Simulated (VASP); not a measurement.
# Al4Ni (P-3m1) in VASP: further runs, part 2 of 2

VASP 6.6.1. The steps go on from the part before.

### Step 3. Relaxation of cell and atoms, PBE

This run uses another cell than the first one, of 15.09 Å³/atom, 1.162 times its volume.

Input file INCAR:

```
SYSTEM = Al4Ni
  ALGO = Fast
  EDIFF = 1E-6
  EDIFFG = -0.01
  ENCUT = 600
  GGA = PE
  IBRION = 2
  ISIF = 3
  ISMEAR = 0
  LASPH = .True.
  LCHARG = .False.
  LREAL = .False.
  LWAVE = .False.
  NELM = 100
  NSW = 100
  PREC = Accurate
  SIGMA = 0.1
```

Input file KPOINTS:

```
k-points
0
Gamma
  18 18 4
  0 0 0
```

Input file POSCAR:

```
Al4Ni
1.0
    2.8017864193      0.0000000000      0.0000000000
   -1.4008932096      2.4264182151      0.0000000000
    0.0000000000      0.0000000000     11.0968113090
Al Ni
4 1
Direct
    0.3333333333      0.6666666667      0.8300497243
    0.3333333333      0.6666666667      0.3836273356
    0.6666666667      0.3333333333      0.1699502757
    0.6666666667      0.3333333333      0.6163726644
    0.0000000000      0.0000000000      0.0000000000
```

Potentials or basis: VASP PAW PBE potentials, release 64 (Al, Ni).

The run is started by

```console
cat potpaw_PBE.64/Al/POTCAR potpaw_PBE.64/Ni/POTCAR > POTCAR
mpirun -np 1 vasp_std > vasp.out
```

OUTCAR:

```text
SYSTEM = Al4Ni
   EDIFF = 1E-6
   EDIFFG = -0.01
   ENCUT = 600
   GGA = PE
   IBRION = 2
   ISIF = 3
   ISMEAR = 0
   LASPH = .True.
   LREAL = .False.
   NELM = 100
   NSW = 100
   PREC = Accurate

 ion  position               nearest neighbor table
   1  0.333  0.667  0.830-   5 2.48   5 2.48   5 2.48   4 2.87   4 2.87   4 2.87
   2  0.333  0.667  0.384-   3 2.87   3 2.87   3 2.87   4 3.05   4 3.05   4 3.05
   3  0.667  0.333  0.170-   5 2.48   5 2.48   5 2.48   2 2.87   2 2.87   2 2.87
   4  0.667  0.333  0.616-   1 2.87   1 2.87   1 2.87   2 3.05   2 3.05   2 3.05
   5  0.000  0.000  0.000-   1 2.48   3 2.48   1 2.48   3 2.48   3 2.48   1 2.48

  LATTYP: Found a hexagonal cell.
 ALAT       =     2.8017864193
 C/A-ratio  =     3.9606199932

  Lattice vectors:

 A1 = (   2.8017864193,   0.0000000000,   0.0000000000)
 A2 = (  -1.4008932096,   2.4264182151,   0.0000000000)
 A3 = (   0.0000000000,   0.0000000000,  11.0968113090)

Analysis of symmetry for initial positions (statically):
=====================================================================
 Subroutine PRICEL returns:
 Original cell was already a primitive cell.

 Routine SETGRP: Setting up the symmetry group for a
 hexagonal supercell.

 Subroutine GETGRP returns: Found 12 space group operations
 (whereof 12 operations were pure point group operations)
 out of a pool of 24 trial point group operations.

The static configuration has the point symmetry D_3d.

Analysis of symmetry for dynamics (positions and initial velocities):
=====================================================================
 Subroutine PRICEL returns:
 Original cell was already a primitive cell.

 Routine SETGRP: Setting up the symmetry group for a
 hexagonal supercell.

 Subroutine GETGRP returns: Found 12 space group operations
 (whereof 12 operations were pure point group operations)
 out of a pool of 24 trial point group operations.

The dynamic configuration has the point symmetry D_3d.

 Subroutine INISYM returns: Found 12 space group operations
 (whereof 12 operations are pure point group operations),
[... 141 lines left out ...]
   NGX = 11   NGY = 11   NGZ = 45

--------------------------------------- Ionic step        1  -------------------------------------------

 number of electron      22.0000003 magnetization

 Free energy of the ion-electron system (eV)
  ---------------------------------------------------
  ext. energy  EPLUGINS =         0.00000000
  ---------------------------------------------------
  free energy    TOTEN  =       -21.19936451 eV

  energy without entropy =      -21.18899948  energy(sigma->0) =      -21.19418199

------------------------ aborting loop because EDIFF is reached ----------------------------------------

  FORCE on cell =-STRESS in cart. coord.  units (eV):
  Direction    XX          YY          ZZ          XY          YZ          ZX
  --------------------------------------------------------------------------------------
  -------------------------------------------------------------------------------------
  Total       -0.0159811     -0.0159811     -0.0529751     -0.0000000      0.0000000     -0.0000000
  in kB       -0.3394045     -0.3394045     -1.1250813     -0.0000000      0.0000000     -0.0000000
  external PRESSURE =      -0.6012968 kB  Pullay stress =       0.0000000 kB
[... 299 lines left out ...]
--------------------------------------- Ionic step        9  -------------------------------------------

 number of electron      22.0000008 magnetization

 Free energy of the ion-electron system (eV)
  ---------------------------------------------------
  ext. energy  EPLUGINS =         0.00000000
  ---------------------------------------------------
  free energy    TOTEN  =       -21.21968862 eV

  energy without entropy =      -21.20984770  energy(sigma->0) =      -21.21476816

 E-fermi :   8.3510     XC(G=0): -10.7200

 val. band max:        8.3299149620   @ k =   0.2778   0.1111   0.5000
 cond. band min:       8.3563843091   @ k =  -0.2222   0.5000   0.2500
 fundamental gap:      0.0264693471
 Fermi energy:         8.3509866971

 k-point     1 :       0.0000    0.0000    0.0000
  band No.  band energies     occupation
      1      -2.6595      2.00000
      2      -1.6184      2.00000
      3      -1.1293      2.00000
      4       1.9227      2.00000
      5       2.6075      2.00000
      6       5.4966      2.00000
      7       6.5856      2.00000
      8       6.5856      2.00000
      9       6.8984      2.00000
     10       6.8984      2.00000
     11       7.8693      2.00000
     12       9.5365      0.00000
     13      15.8056      0.00000
     14      16.9893      0.00000
[... 401 lines left out ...]
      2       3.1729      2.00000
      3       3.6746      2.00000
      4       4.8398      2.00000
      5       4.8470      2.00000
      6       5.6148      2.00000
      7       5.9124      2.00000
      8       6.1873      2.00000
      9       6.5952      2.00000
     10       7.2941      2.00000
     11       7.7326      2.00000
     12       8.0470      1.99998
     13       8.5109      0.02372
     14      10.3127      0.00000
     15      11.0889      0.00000

 [... further k-points ...]
[... 5 lines left out ...]
  --------------------------------------------------------------------------------------
  -------------------------------------------------------------------------------------
  Total       -0.0265426     -0.0265426     -0.0118822     -0.0000000      0.0000000     -0.0000000
  in kB       -0.5671543     -0.5671543     -0.2538959     -0.0000000      0.0000000     -0.0000000
  external PRESSURE =      -0.4627349 kB  Pullay stress =       0.0000000 kB
[... 20 lines left out ...]
  FREE ENERGIE OF THE ION-ELECTRON SYSTEM (eV)
  ---------------------------------------------------
  free  energy   TOTEN  =       -21.2196886192 eV

  energy  without entropy=      -21.2098477018  energy(sigma->0) =      -21.21476816

 reached required accuracy - stopping structural energy minimisation
```

OSZICAR:

```text
N       E                     dE             d eps       ncg     rms          rms(c)
DAV:   1     0.754154024186E+02    0.75415E+02   -0.96083E+03  4140   0.148E+03
DAV:   2    -0.179865036335E+02   -0.93402E+02   -0.90655E+02  4245   0.242E+02
DAV:   3    -0.231824314904E+02   -0.51959E+01   -0.50222E+01  5792   0.573E+01
[... 88 lines left out ...]
       N       E                     dE             d eps       ncg     rms          rms(c)
DAV:   1    -0.212196912361E+02   -0.58164E-05   -0.16748E-04  5090   0.119E-01    0.190E-02
RMM:   2    -0.212197134081E+02   -0.22172E-04   -0.10205E-04  4169   0.116E-01    0.477E-02
RMM:   3    -0.212196886577E+02    0.24750E-04   -0.43194E-05  3980   0.996E-02    0.394E-03
RMM:   4    -0.212196886192E+02    0.38494E-07   -0.34034E-06  2863   0.931E-03
   9 F= -.21219689E+02 E0= -.21214768E+02  d E =-.153776E-03
```

CONTCAR:

```text
Al4Ni
   1.00000000000000
     2.8063703549602588    0.0000000000000932   -0.0000000000000000
    -1.4031851774299671    2.4303880198310894    0.0000000000000000
    -0.0000000000000001    0.0000000000000000   10.9934146605000223
  Al              Ni
     4     1
Direct
     0.3333333332999970    0.6666666667000030    0.8283483707079734
     0.3333333332999970    0.6666666667000030    0.3896361107085198
     0.6666666667000030    0.3333333332999970    0.1716516292920266
     0.6666666667000030    0.3333333332999970    0.6103638892914873
     0.0000000000000000    0.0000000000000000    0.0000000000000000

  0.00000000E+00  0.00000000E+00  0.00000000E+00
  0.00000000E+00  0.00000000E+00  0.00000000E+00
  0.00000000E+00  0.00000000E+00  0.00000000E+00
  0.00000000E+00  0.00000000E+00  0.00000000E+00
  0.00000000E+00  0.00000000E+00  0.00000000E+00
```

Wall time 15 min (1 thread of Intel Xeon Platinum 8259CL at 2.50GHz (Skylake/Cascade Lake), shared host); peak memory 0.37 GiB.

What came out:

```
Free energy                            : -21.2197 eV
Relaxed volume                         : 15.00 Å³/atom
Relaxed cell                           : a = 2.806 Å, b = 2.806 Å, c = 10.993 Å, α = 90.00°, β = 90.00°, γ = 120.00°
Space group after relaxing (to 0.05 Å) : P-3m1 (No. 164)
Energy gained by relaxing              : 4.1 meV/atom
Ionic steps                            : 9
Pressure after relaxing                : 0.0 GPa
Largest force after relaxing           : 0.008 eV/Å
Band gap on the k mesh                 : zero (band 11 reaches 9.95 eV, above the bottom of band 12 at 7.55 eV)
```

Forces on the atoms (eV/Å):
```
Al   0.000  0.000  0.005
Al   0.000  0.000 -0.008
Al   0.000  0.000 -0.005
Al   0.000  0.000  0.008
Ni   0.000  0.000  0.000
```

The path:
```tsv
step	energy change (eV)	largest force (eV/Å)	pressure (GPa)	volume (Å³)
1	0.0000	0.3012	-0.06	75.44
2	-0.0078	0.2216	-0.08	75.38
3	-0.0152	0.1637	0.07	75.23
4	-0.0184	0.1011	-0.13	75.30
5	-0.0194	0.0474	-0.40	75.37
6	-0.0199	0.0181	0.39	74.67
7	-0.0202	0.0289	0.10	74.93
8	-0.0203	0.0102	-0.04	74.99
9	-0.0203	0.0081	-0.05	74.98
```

Final structure:
```yaml
crystal:
  lattice:
    - [2.80637, 0.00000, 0.00000]
    - [-1.40319, 2.43039, 0.00000]
    - [0.00000, 0.00000, 10.99341]
  atoms:
    - { symbol: Al, position: [0.33333, 0.66667, 0.82835] }
    - { symbol: Al, position: [0.33333, 0.66667, 0.38964] }
    - { symbol: Al, position: [0.66667, 0.33333, 0.17165] }
    - { symbol: Al, position: [0.66667, 0.33333, 0.61036] }
    - { symbol: Ni, position: [0.00000, 0.00000, 0.00000] }
```

Levels at points of the mesh, in eV from the Fermi level:
```tsv
k point	band 9	band 10	band 11	band 12	band 13	band 14
(0.00, 0.00, 0.00)	-1.45	-1.45	-0.48	1.19	7.45	8.64
(0.50, 0.00, 0.00)	-1.77	-0.70	-0.64	-0.55	-0.02	1.48
(0.00, 0.00, 0.50)	-1.60	-1.45	-1.45	3.31	4.74	11.16
(0.50, 0.00, 0.50)	-1.79	-1.77	-1.01	-0.64	0.37	2.38
```
